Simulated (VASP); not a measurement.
**KCd2P2: single point with PBE**

The system is KCd2P2.

```
K Cd P
1.0
    -2.20247    2.20247    6.07008
     2.20247   -2.20247    6.07008
     2.20247    2.20247   -6.07008
K Cd P
1 2 2
Direct
  0.00000 0.00000 0.00000
  0.25000 0.75000 0.50000
  0.75000 0.25000 0.50000
  0.64314 0.64314 0.00000
  0.35686 0.35686 0.00000
```

The cell was generated, and may not be a known phase.

- Program: VASP 6.6.1
- Task: single point
- Functional: PBE
- Potentials or basis: VASP PAW PBE potentials, release 64 (K_sv, Cd, P)
- Cutoff: 500 eV
- k mesh: 6 × 6 × 6
- Occupations: gaussian, width 0.1 eV
- Spin: no spin polarisation

```
Pressure               : 6.9 GPa
Largest force          : 1.728 eV/Å
Band gap on the k mesh : zero (an odd number of electrons rules out a gap without spin polarisation)
```

Forces on the atoms (eV/Å):
```
K    0.000  0.000  0.000
Cd   0.000  0.000  0.000
Cd   0.000  0.000  0.000
P    0.000  0.000 -1.728
P    0.000  0.000  1.728
```

Stress tensor (GPa, compression positive):
```
6.96 0.00 0.00
0.00 6.96 0.00
0.00 0.00 6.85
```

Levels at points of the mesh, in eV from the Fermi level:
```csv
k point,band 19,band 20,band 21,band 22,band 23,band 24
"(0.00, 0.00, 0.00)",-2.53,-0.08,-0.08,0.73,1.14,1.61
"(0.50, 0.00, 0.00)",-1.09,-1.02,-0.81,-0.10,1.94,2.31
"(0.50, 0.50, 0.00)",-2.79,-2.15,-1.95,-1.33,2.93,3.78
"(0.50, 0.50, 0.50)",-2.01,-1.00,0.19,0.19,0.79,1.70
```

It took 110 s on 1 thread of Intel(R) Xeon(R) Platinum 8488C (Sapphire Rapids), with other jobs on the host, peak memory 0.4 GiB.

Caveat: the cell stands under pressure; forces of over 1 eV/Å act on the atoms, so gaps and moduli don't describe the material at rest.
